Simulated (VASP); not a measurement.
A run of VASP 6.6.1 is set up as follows.

POSCAR

```
Au
1.0
    0.0000000000      2.0617793868      2.0617793868
    2.0617793868      0.0000000000      2.0617793868
    2.0617793868      2.0617793868      0.0000000000
Au
1
Direct
    0.0000000000      0.0000000000      0.0000000000
```

File INCAR.step1:

```
SYSTEM = Au
  PREC = Accurate
  ENCUT = 520
  EDIFF = 1E-5
  ISMEAR = -1
  SIGMA = 0.05
  LREAL = .False.
  LASPH = .True.
  NELM = 60
  ALGO = Normal
  ISIF = 2
  LWAVE = .True.
  LCHARG = .False.
  NBANDS = 12
  GGA = PE
```

INCAR.step2

```
SYSTEM = Au
  PREC = Accurate
  ENCUT = 520
  EDIFF = 1E-6
  ISMEAR = -1
  SIGMA = 0.05
  LREAL = .False.
  LASPH = .True.
  NELM = 60
  ALGO = Normal
  ISIF = 2
  LWAVE = .False.
  LCHARG = .False.
  GGA = PE
  LHFCALC = .True.
  AEXX = 1.0
  ALDAC = 0.0
  AGGAC = 0.0
  PRECFOCK = Normal
  NBANDS = 12
  ISTART = 1
```

Contents of KPOINTS:

```
Automatic mesh
0
Gamma
  6 6 6
  0 0 0
```

Potentials or basis: VASP PAW PBE potentials, release 64 (Au).

Command:

```sh
$ cat potpaw_PBE.64/Au/POTCAR > POTCAR
$ cp INCAR.step1 INCAR
$ mpirun -np 1 vasp_std > vasp.out
$ cp INCAR.step2 INCAR
$ mpirun -np 1 vasp_std > vasp.out
```

Task: Predict the band gap on the k mesh.

Result: Zero (an odd number of electrons rules out a gap without spin polarisation).

Task: What does it give for the pressure?

Result: 17.4 GPa.

Caveat: the k points lie up to 0.44 Å⁻¹ apart, too coarse for converged energies and pressures of a metal; the PAW data sets were made with another functional, which shifts forces and pressure a little; spin-orbit coupling is left out, which moves the levels of the heavy elements.
